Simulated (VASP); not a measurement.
## Sn3O: relaxation of cell and atoms with PBE

Crystal: Sn3O.

```xyz
4
Lattice="-2.8539 2.8539 2.8539 2.8539 -2.8539 2.8539 2.8539 2.8539 -2.8539" Properties=species:S:1:pos:R:3 pbc="T T T"
Sn    2.8539    0.0000    0.0000
Sn    0.0000    2.8539    0.0000
Sn    0.0000    0.0000    2.8539
O     0.0000    0.0000    0.0000
```

- Program: VASP 6.6.1
- Task: relaxation of cell and atoms
- Functional: PBE
- Potentials or basis: VASP PAW PBE potentials, release 64 (Sn_d, O)
- Cutoff: 600 eV
- k mesh: 12 × 12 × 12
- Occupations: gaussian, width 0.1 eV
- Spin: no spin polarisation
- Dipole correction: no
- Further INCAR settings: ALGO = Normal; EDIFF = 1e-07; IBRION = 2; EDIFFG = -0.01; NSW = 100; ISIF = 3

```
Pressure after relaxing : 0.0 GPa
Band gap on the k mesh  : zero (band 24 reaches 8.52 eV, above the bottom of band 25 at 4.44 eV)
```

Final structure:
```
CELL_PARAMETERS angstrom
-2.85394 2.85394 2.85394
2.85394 -2.85394 2.85394
2.85394 2.85394 -2.85394
ATOMIC_POSITIONS crystal
Sn 0.00000 0.50000 0.50000
Sn 0.50000 0.00000 0.50000
Sn 0.50000 0.50000 0.00000
O 0.00000 0.00000 0.00000
```

Levels at points of the mesh, in eV from the Fermi level:
```
           k point  band 20  band 21  band 22  band 23  band 24  band 25  band 26  band 27  band 28
(0.00, 0.00, 0.00)    -2.93    -2.93    -2.93    -2.53    -2.53    -2.53     3.06     3.06     3.06
(0.50, 0.00, 0.00)    -3.21    -3.14    -1.80    -1.62    -0.17     0.76     2.26     2.34     3.69
(0.50, 0.50, 0.50)    -4.96    -4.96    -2.03    -1.44    -1.44    -1.44     4.20     4.20     4.20
```

Wall time 2.4 min on 1 thread of AMD EPYC 9R45 96-Core Processor (Zen 5), with other jobs on the host, peak memory 0.33 GiB.

Caveat: the relaxation stopped at its first step, so nothing moved; spin-orbit coupling is left out, which moves the levels of the heavy elements.
